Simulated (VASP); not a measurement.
# GaSb (F-43m) in VASP: a series of runs

Runs on GaSb. Level: LDA. Tasks: single point, relaxation of cell and atoms.

All numbers are computed with VASP 6.6.1; they aren't measurements. Logs are shortened: lines on timing, memory, paths and dates and some standing lists are left out, and cuts for length are marked.

**1. The cell of the first run**

The structure is cubic, space group F-43m (No. 216). The conventional cell has a = 6.050 Å, b = 6.050 Å, c = 6.050 Å, α = 90.00°, β = 90.00°, γ = 90.00°. Ga (site symmetry -43m) has 4 Sb at 2.62 Å within 3.5 Å. Within 3.5 Å of Sb (site symmetry -43m) lie 4 Ga at 2.62 Å.

**2. Single point, LDA**

INCAR reads:

```
ALGO     = Normal         # electronic algorithm
EDIFF    = 1E-7           # SCF threshold, eV
ENCUT    = 520            # plane-wave cutoff, eV
GGA      = CA             # functional
ISIF     = 2              # what is computed and relaxed
ISMEAR   = 0              # smearing method
LASPH    = T              # aspherical terms in the spheres
LCHARG   = F              # write CHGCAR
LREAL    = F              # projectors in reciprocal space
LWAVE    = F              # write WAVECAR
NBANDS   = 16             # bands
NELM     = 80             # most SCF steps
PREC     = Accurate       # precision mode
SIGMA    = 0.1            # smearing width, eV
```

KPOINTS reads:

```
k-points
0
Gamma
  12 12 12
```

POSCAR reads:

```
GaSb
1.0
    0.0000000000      3.0250672298      3.0250672298
    3.0250672298      0.0000000000      3.0250672298
    3.0250672298      3.0250672298      0.0000000000
Ga Sb
1 1
Direct
    0.0000000000      0.0000000000      0.0000000000
    0.7500000000      0.7500000000      0.7500000000
```

Potentials or basis: VASP PAW LDA potentials, release 64 (Ga_d, Sb).

Command:

```bash
$ cat potpaw_LDA.64/Ga_d/POTCAR potpaw_LDA.64/Sb/POTCAR > POTCAR
$ mpirun -np 1 vasp_std > vasp.out
```

OUTCAR:

```text
EDIFF = 1E-7
   ENCUT = 520
   GGA = CA
   ISIF = 2
   ISMEAR = 0
   LASPH = T
   LREAL = F
   NELM = 80
   PREC = Accurate

 ion  position               nearest neighbor table
   1  0.000  0.000  0.000-   2 2.62   2 2.62   2 2.62   2 2.62
   2  0.750  0.750  0.750-   1 2.62   1 2.62   1 2.62   1 2.62

  LATTYP: Found a face centered cubic cell.
 ALAT       =     6.0501344596

  Lattice vectors:

 A1 = (   0.0000000000,   3.0250672298,   3.0250672298)
 A2 = (   3.0250672298,   0.0000000000,   3.0250672298)
 A3 = (   3.0250672298,   3.0250672298,   0.0000000000)

Analysis of symmetry for initial positions (statically):
=====================================================================
 Subroutine PRICEL returns:
 Original cell was already a primitive cell.

 Routine SETGRP: Setting up the symmetry group for a
 face centered cubic supercell.

 Subroutine GETGRP returns: Found 24 space group operations
 (whereof 24 operations were pure point group operations)
 out of a pool of 48 trial point group operations.

The static configuration has the point symmetry T_d .

Analysis of symmetry for dynamics (positions and initial velocities):
=====================================================================
 Subroutine PRICEL returns:
 Original cell was already a primitive cell.

 Routine SETGRP: Setting up the symmetry group for a
 face centered cubic supercell.

 Subroutine GETGRP returns: Found 24 space group operations
 (whereof 24 operations were pure point group operations)
 out of a pool of 48 trial point group operations.

The dynamic configuration has the point symmetry T_d .

 Subroutine INISYM returns: Found 24 space group operations
 (whereof 24 operations are pure point group operations),
 and found     1 'primitive' translations

----------------------------------------------------------------------------------------

                                     Primitive cell

  volume of cell :      55.3650

  direct lattice vectors                    reciprocal lattice vectors
     0.000000000  3.025067230  3.025067230    -0.165285583  0.165285583  0.165285583
     3.025067230  0.000000000  3.025067230     0.165285583 -0.165285583  0.165285583
     3.025067230  3.025067230  0.000000000     0.165285583  0.165285583 -0.165285583

  length of vectors
     4.278091103  4.278091103  4.278091103     0.286283027  0.286283027  0.286283027

  position of ions in fractional coordinates (direct lattice)
     0.000000000  0.000000000  0.000000000
     0.750000000  0.750000000  0.750000000

  ion indices of the primitive-cell ions
   primitive index   ion index
                 1           1
                 2           2

----------------------------------------------------------------------------------------

 KPOINTS: k-points

Automatic generation of k-mesh.
 Grid dimensions read from file:
 generate k-points for:   12   12   12

 Generating k-lattice:

  Cartesian coordinates                     Fractional coordinates (reciprocal lattice)
    -0.013773799  0.013773799  0.013773799     0.083333333  0.000000000  0.000000000
     0.013773799 -0.013773799  0.013773799     0.000000000  0.083333333  0.000000000
     0.013773799  0.013773799 -0.013773799     0.000000000  0.000000000  0.083333333

  Length of vectors
     0.023856919  0.023856919  0.023856919

  Shift w.r.t. Gamma in fractional coordinates (k-lattice)
     0.000000000  0.000000000  0.000000000

 Subroutine IBZKPT returns following result:
 ===========================================

 Found     72 irreducible k-points:

 Following reciprocal coordinates:
            Coordinates               Weight
  0.000000  0.000000  0.000000      1.000000
  0.083333  0.000000  0.000000      8.000000
  0.166667  0.000000  0.000000      8.000000
  0.250000  0.000000  0.000000      8.000000
  0.333333  0.000000  0.000000      8.000000
  0.416667  0.000000  0.000000      8.000000
[... 16 lines left out ...]
  0.500000  0.166667  0.000000     24.000000
 -0.416667  0.166667  0.000000     24.000000
 [... further k-points ...]
   k-points           NKPTS =     72   k-points in BZ     NKDIM =     72   number of bands    NBANDS=     16
   number of dos      NEDOS =    301   number of ions     NIONS =      2
   total plane-waves  NPLWV =  32768
   dimension x,y,z NGX =    32 NGY =   32 NGZ =   32
   dimension x,y,z NGXF=    64 NGYF=   64 NGZF=   64
   ions per type =               1   1
   NGX,Y,Z   is equivalent  to a cutoff of  12.44, 12.44, 12.44 a.u.
   NGXF,Y,Z  is equivalent  to a cutoff of  24.87, 24.87, 24.87 a.u.
 SYSTEM =  unknown system
   PREC   = accura    normal or accurate (medium, high low for compatibility)
   ISTART =      0    job   : 0-new  1-cont  2-samecut
   ICHARG =      2    charge: 1-file 2-atom 10-const
   ISPIN  =      1    spin polarized calculation?
   LNONCOLLINEAR =      F non collinear calculations
   LSORBIT =      F    spin-orbit coupling
   LASPH  =      T    aspherical Exc in radial PAW
   ENCUT  =  520.0 eV  38.22 Ry    6.18 a.u.   7.95  7.95  7.95*2*pi/ulx,y,z
   NELM   =     80;   NELMIN=  2; NELMDL= -5     # of ELM steps
   EDIFF  = 0.1E-06   stopping-criterion for ELM
   LREAL  =      F    real-space projection
   EDIFFG = 0.1E-05   stopping-criterion for IOM
   NSW    =      0    number of steps for IOM
   IBRION =     -1    ionic relax: 0-MD 1-quasi-New 2-CG
   NFREE  =      0    steps in history (QN), initial steepest desc. (CG)
   ISIF   =      2    stress and relaxation
   ISYM   =      2    0-nonsym 1-usesym 2-fastsym
   POTIM  = 0.5000    time-step for ionic-motion
   TEBEG  =    0.0;   TEEND  =   0.0 temperature during run
   PSTRESS=    0.0 pullay stress
   NELECT =      18.0000    total number of electrons
   NUPDOWN=      -1.0000    fix difference up-down
   EMIN   =  10.00;   EMAX   =-10.00  energy-range for DOS
   EFERMI =   0.00;   METHOD = LEGACY
   ISMEAR =     0;   SIGMA  =   0.10  broadening in eV -4-tet -1-fermi 0-gaus
   EFERMI_NEDOS =   21; number of points for ismear=-14 and -15
   IALGO  =     38    algorithm
   IMIX   =      4    mixing-type and parameters
     AMIX     =   0.40;   BMIX     =  1.00
     AMIX_MAG =   1.60;   BMIX_MAG =  1.00
  volume/ion in A,a.u.               =      27.68       186.81
  Fermi-wavevector in a.u.,A,eV,Ry     =   1.125695  2.127255 17.241148  1.267189
  Thomas-Fermi vector in A             =   2.262373
   LORBIT       =      0    0 simple, 1 ext, 2 COOP (PROOUT), +10 PAW based schemes
   GGA     = CA    functional components
   LHFCALC =     F    Hartree Fock is set to
   AEXX    =    0.0000 exact exchange contribution
   IVDW    =     0    specifies the selected vdW correction
   LEPSILON=     F    determine dielectric tensor
   LRPA    =     F    only Hartree local field effects (RPA)
 non-spin polarized calculation
 Gauss-broadening in eV      SIGMA  =   0.10
  energy-cutoff  :      520.00
  volume of cell :       55.36
 maximum number of plane-waves:      1524
   NGX = 15   NGY = 15   NGZ = 15

 number of electron      17.9999989 magnetization

 Free energy of the ion-electron system (eV)
  ---------------------------------------------------
  ext. energy  EPLUGINS =         0.00000000
  ---------------------------------------------------
  free energy    TOTEN  =        -8.67384995 eV

  energy without entropy =       -8.67376702  energy(sigma->0) =       -8.67380848

 E-fermi :   5.1169     XC(G=0):  -9.5417

 val. band max:        5.0289874962   @ k =   0.0000   0.0000   0.0000
 cond. band min:       5.1446300183   @ k =   0.0000   0.0000   0.0000
 fundamental gap:      0.1156425221
 Fermi energy:         5.1168865777

 k-point     1 :       0.0000    0.0000    0.0000
  band No.  band energies     occupation
      1     -10.1835      2.00000
      2     -10.1835      2.00000
      3     -10.1835      2.00000
      4     -10.1289      2.00000
      5     -10.1289      2.00000
      6      -6.7247      2.00000
[... 8 lines left out ...]
     15      13.6499      0.00000
     16      13.6499      0.00000

 k-point     2 :       0.0833    0.0000    0.0000
  band No.  band energies     occupation
      1     -10.1856      2.00000
      2     -10.1825      2.00000
      3     -10.1825      2.00000
      4     -10.1290      2.00000
      5     -10.1290      2.00000
      6      -6.6503      2.00000
[... 8 lines left out ...]
     15      13.0974      0.00000
     16      13.0974      0.00000

 k-point     3 :       0.1667    0.0000    0.0000
  band No.  band energies     occupation
      1     -10.1915      2.00000
      2     -10.1801      2.00000
      3     -10.1801      2.00000
      4     -10.1292      2.00000
      5     -10.1292      2.00000
      6      -6.4313      2.00000
[... 8 lines left out ...]
     15      12.6099      0.00000
     16      12.6099      0.00000

 k-point     4 :       0.2500    0.0000    0.0000
  band No.  band energies     occupation
      1     -10.1994      2.00000
      2     -10.1769      2.00000
      3     -10.1769      2.00000
      4     -10.1294      2.00000
      5     -10.1294      2.00000
      6      -6.0831      2.00000
[... 8 lines left out ...]
     15      12.5916      0.00000
     16      12.5916      0.00000
[... 324 lines left out ...]
 k-point    22 :       0.4167    0.1667    0.0000
  band No.  band energies     occupation
      1     -10.2153      2.00000
      2     -10.1699      2.00000
      3     -10.1681      2.00000
      4     -10.1332      2.00000
      5     -10.1274      2.00000
      6      -5.2499      2.00000
[... 8 lines left out ...]
     15      14.2978      0.00000
     16      14.9229      0.00000

 k-point    23 :       0.5000    0.1667    0.0000
  band No.  band energies     occupation
      1     -10.2181      2.00000
      2     -10.1691      2.00000
      3     -10.1673      2.00000
      4     -10.1321      2.00000
      5     -10.1280      2.00000
      6      -4.8784      2.00000
[... 8 lines left out ...]
     15      14.8482      0.00000
     16      14.9892      0.00000

 k-point    24 :      -0.4167    0.1667    0.0000
  band No.  band energies     occupation
      1     -10.2179      2.00000
      2     -10.1690      2.00000
      3     -10.1679      2.00000
      4     -10.1308      2.00000
      5     -10.1291      2.00000
      6      -4.8163      2.00000
[... 8 lines left out ...]
     15      13.7217      0.00000
     16      14.1513      0.00000

 [... further k-points ...]

------------------------ aborting loop because EDIFF is reached ----------------------------------------

  FORCE on cell =-STRESS in cart. coord.  units (eV):
  Direction    XX          YY          ZZ          XY          YZ          ZX
  --------------------------------------------------------------------------------------
  -------------------------------------------------------------------------------------
  Total        0.0548421      0.0548421      0.0548421      0.0000000      0.0000000      0.0000000
  in kB        1.5870462      1.5870462      1.5870462      0.0000000      0.0000000      0.0000000
  external PRESSURE =       1.5870462 kB  Pullay stress =       0.0000000 kB

 VOLUME and BASIS-vectors are now :
 -----------------------------------------------------------------------------
  energy-cutoff  :      520.00
  volume of cell :       55.36
      direct lattice vectors                 reciprocal lattice vectors
     0.000000000  3.025067230  3.025067230    -0.165285583  0.165285583  0.165285583
     3.025067230  0.000000000  3.025067230     0.165285583 -0.165285583  0.165285583
     3.025067230  3.025067230  0.000000000     0.165285583  0.165285583 -0.165285583

 POSITION                                       TOTAL-FORCE (eV/Angst)
 -----------------------------------------------------------------------------------
      0.00000      0.00000      0.00000         0.000000      0.000000      0.000000
      4.53760      4.53760      4.53760        -0.000000     -0.000000     -0.000000
 -----------------------------------------------------------------------------------
    total drift:                               -0.000000     -0.000000     -0.000001

  FREE ENERGIE OF THE ION-ELECTRON SYSTEM (eV)
  ---------------------------------------------------
  free  energy   TOTEN  =        -8.6738499452 eV

  energy  without entropy=       -8.6737670191  energy(sigma->0) =       -8.67380848
```

It took 18 s on 1 thread of Intel Xeon 6975P-C (Granite Rapids), shared host; peak memory 0.19 GiB.

Results:

| Item | Value |
| --- | --- |
| Free energy | -8.6738 eV |
| Pressure | 0.2 GPa |

Levels at points of the mesh, in eV from the Fermi level:
| k point | band 5 | band 6 | band 7 | band 8 | band 9 | band 10 | band 11 | band 12 | band 13 | band 14 |
| --- | --- | --- | --- | --- | --- | --- | --- | --- | --- | --- |
| (0.00, 0.00, 0.00) | -15.25 | -11.84 | -0.09 | -0.09 | -0.09 | 0.03 | 2.65 | 2.65 | 2.65 | 5.55 |
| (0.50, 0.00, 0.00) | -15.25 | -10.13 | -6.66 | -1.30 | -1.30 | 0.28 | 3.63 | 3.63 | 6.20 | 9.31 |
| (0.50, 0.50, 0.00) | -15.24 | -9.26 | -7.09 | -2.78 | -2.78 | 0.71 | 1.01 | 8.71 | 8.71 | 10.10 |

Caveat: spin-orbit coupling is left out, which moves the levels of the heavy elements.

**3. Single point, LDA**

INCAR reads:

```
ALGO = Normal
EDIFF = 1E-6
ENCUT = 520
ISIF = 2
ISMEAR = -1
LASPH = T
LCHARG = T
LELF = T
LREAL = F
LVHAR = T
LWAVE = F
NBANDS = 16
NELM = 60
PREC = Accurate
SIGMA = 0.15
```

KPOINTS is that of step 2.

POSCAR is that of step 2.

Potentials or basis: VASP PAW LDA potentials, release 64 (Ga_d, Sb).

Command:

```bash
$ cat potpaw_LDA.64/Ga_d/POTCAR potpaw_LDA.64/Sb/POTCAR > POTCAR
$ mpirun -np 1 vasp_std > vasp.out
```

It took 19 s on 1 thread of Intel Xeon 6975P-C (Granite Rapids), shared host; peak memory 0.2 GiB.

Results (log left out):

| Item | Value |
| --- | --- |
| Free energy | -8.6757 eV |
| Pressure | 0.2 GPa |

Levels at points of the mesh, in eV from the Fermi level:
```tsv
k point	band 5	band 6	band 7	band 8	band 9	band 10	band 11	band 12	band 13	band 14
(0.00, 0.00, 0.00)	-15.35	-11.95	-0.20	-0.20	-0.20	-0.08	2.55	2.55	2.55	5.45
(0.50, 0.00, 0.00)	-15.35	-10.24	-6.77	-1.40	-1.40	0.17	3.52	3.52	6.10	9.20
(0.50, 0.50, 0.00)	-15.35	-9.37	-7.20	-2.89	-2.89	0.60	0.91	8.60	8.60	9.99
```

Caveat: spin-orbit coupling is left out, which moves the levels of the heavy elements.

**4. Relaxation of cell and atoms, LDA, target pressure 50 GPa, at which the enthalpy is minimised**

This run uses another cell than the first one, of 19.00 Å³/atom, 0.686 times its volume.

INCAR reads:

```
PREC     = Accurate       # precision mode
ENCUT    = 600            # plane-wave cutoff, eV
EDIFF    = 1E-6           # SCF threshold, eV
ISMEAR   = -1             # smearing method
SIGMA    = 0.15           # smearing width, eV
LREAL    = False          # projectors in reciprocal space
LASPH    = True           # aspherical terms in the spheres
NELM     = 60             # most SCF steps
ALGO     = Normal         # electronic algorithm
ISIF     = 3              # what is computed and relaxed
LWAVE    = False          # write WAVECAR
LCHARG   = False          # write CHGCAR
GGA      = CA             # functional
IBRION   = 2              # ionic algorithm
NSW      = 80             # ionic steps
EDIFFG   = -0.001         # ionic threshold
PSTRESS  = 500.0
```

KPOINTS reads:

```
Automatic mesh
0
Gamma
  14 14 14
```

POSCAR reads:

```
GaSb
1.0
    0.0000000000      2.6685651425      2.6685651425
    2.6685651425      0.0000000000      2.6685651425
    2.6685651425      2.6685651425      0.0000000000
Ga Sb
1 1
Direct
    0.0000000000      0.0000000000      0.0000000000
    0.7500000000      0.7500000000      0.7500000000
```

Command:

```bash
$ cat potpaw_LDA.64/Ga_d/POTCAR potpaw_LDA.64/Sb/POTCAR > POTCAR
$ mpirun -np 1 vasp_std > vasp.out
```

Run time: 57 s. Hardware: 1 thread of Intel Xeon 6975P-C (Granite Rapids), shared host; peak memory 0.21 GiB.

It converged, with:

| Property | Result |
| --- | --- |
| Free energy | -6.7539 eV |
| Relaxed volume | 19.07 Å³/atom |
| Relaxed cell | a = 3.778 Å, b = 3.778 Å, c = 3.778 Å, α = 60.00°, β = 60.00°, γ = 60.00° |
| Space group after relaxing (to 0.05 Å) | F-43m (No. 216) |
| Energy change on relaxing (the enthalpy is what falls) | -19.7 meV/atom |
| Ionic steps | 3 |
| Pressure after relaxing | 50.0 GPa |
| Band gap on the k mesh | zero (band 9 reaches 10.00 eV, above the bottom of band 10 at 9.91 eV) |

The path:
```
step  energy change (eV)  largest force (eV/Å)  pressure (GPa)  volume (Å³)
   1              0.0000                0.0000           50.77        38.01
   2             -0.1558                0.0000           47.62        38.51
   3             -0.0395                0.0000           50.00        38.13
```

Final structure:
```xyz
2
Lattice="0.0000 2.6715 2.6715 2.6715 0.0000 2.6715 2.6715 2.6715 0.0000" Properties=species:S:1:pos:R:3 pbc="T T T"
Ga    0.0000    0.0000    0.0000
Sb    4.0073    4.0073    4.0073
```

Levels at points of the mesh, in eV from the Fermi level:
| k point | band 5 | band 6 | band 7 | band 8 | band 9 | band 10 | band 11 | band 12 | band 13 |
| --- | --- | --- | --- | --- | --- | --- | --- | --- | --- |
| (0.00, 0.00, 0.00) | -16.39 | -15.07 | 0.13 | 0.13 | 0.13 | 2.55 | 2.55 | 2.55 | 3.23 |
| (0.50, 0.00, 0.00) | -16.39 | -12.13 | -9.07 | -1.89 | -1.89 | 1.48 | 3.58 | 3.58 | 5.69 |
| (0.50, 0.50, 0.00) | -16.39 | -10.63 | -9.15 | -4.31 | -4.31 | 0.14 | 0.26 | 11.34 | 11.34 |

Caveat: the cell is relaxed towards a set pressure, so the enthalpy falls and the energy may rise; spin-orbit coupling is left out, which moves the levels of the heavy elements.

**5. Summary**

```csv
task,cell,k mesh,cutoff (eV),smearing,pressure (GPa)
single point,"a = 4.278 Å, angles 60.0°, 2 atoms",12 × 12 × 12,520,gaussian 0.1 eV,0.2
single point,"a = 4.278 Å, angles 60.0°, 2 atoms",12 × 12 × 12,520,fermi-dirac 0.15 eV,0.2
relaxation of cell and atoms,"relaxed to 50 GPa from a = 3.774 Å, angles 60.0°, 2 atoms",14 × 14 × 14,600,fermi-dirac 0.15 eV,50.0
```

Alike in all rows: level LDA; potentials or basis VASP PAW LDA potentials, release 64 (Ga_d, Sb); no spin polarisation.

Caveats: spin-orbit coupling is left out, which moves the levels of the heavy elements; the cell is relaxed towards a set pressure, so the enthalpy falls and the energy may rise (some runs).

Total energies depend on the potentials used, so only differences within one code and one set of settings carry meaning.
